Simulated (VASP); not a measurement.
Wanted: the native input for a VASP 6.6.1 run.

```yaml
Task: single point
Functional: PBE
Potentials_or_basis: VASP PAW PBE potentials, release 64 (K_sv, Al, O)
Cutoff: 600 eV
k_mesh: 6 × 6 × 2
Occupations: gaussian, width 0.1 eV
Spin: no spin polarisation
Dipole_correction: no
Further_INCAR_settings: ALGO = Normal; EDIFF = 1e-06; NBANDS = 30
```

The structure of K3AlO2 lies in POSCAR:

```
K3AlO2
1.0
    4.3253432600      0.0000000000      0.0000000000
   -2.1626716300      3.7458571400      0.0000000000
    0.0000000000      0.0000000000      8.6630266100
K Al O
3 1 2
Direct
    0.0000000000      0.0000000000      0.5000000000
    0.3333333300      0.6666666700      0.0000000000
    0.3333333300      0.6666666700      0.5000000000
    0.0000000000      0.0000000000      0.0000000000
    0.6666666700      0.3333333300      0.2376510100
    0.6666666700      0.3333333300      0.7623489900
```

The cell was generated, and may not be a known phase.

One way to write it, as run:

INCAR

```
SYSTEM = K3AlO2
  PREC = Accurate
  ENCUT = 600
  EDIFF = 1E-6
  ISMEAR = 0
  SIGMA = 0.1
  LREAL = .False.
  LASPH = .True.
  NELM = 120
  ALGO = Normal
  ISIF = 2
  LWAVE = .False.
  LCHARG = .False.
  GGA = PE
  NBANDS = 30
  GGA_COMPAT = .False.
```

KPOINTS

```
regular mesh
0
Gamma
  6 6 2
  0 0 0
```

Potentials or basis: VASP PAW PBE potentials, release 64 (K_sv, Al, O).

The run is started by

```bash
$ cat potpaw_PBE.64/K_sv/POTCAR potpaw_PBE.64/Al/POTCAR potpaw_PBE.64/O/POTCAR > POTCAR
$ mpirun -np 1 vasp_std > vasp.out
```

It gave:

```json
{"Pressure": "3.4 GPa", "Largest force": "0.400 eV/Å", "Band gap on the k mesh": "1.27 eV (least direct gap 1.39 eV)"}
```

Caveat: the stress differs along the axes, from -20 to 15 GPa.

It took 2.5 min on 1 thread of Intel Xeon 8259CL (shared host), peak memory 0.31 GiB.
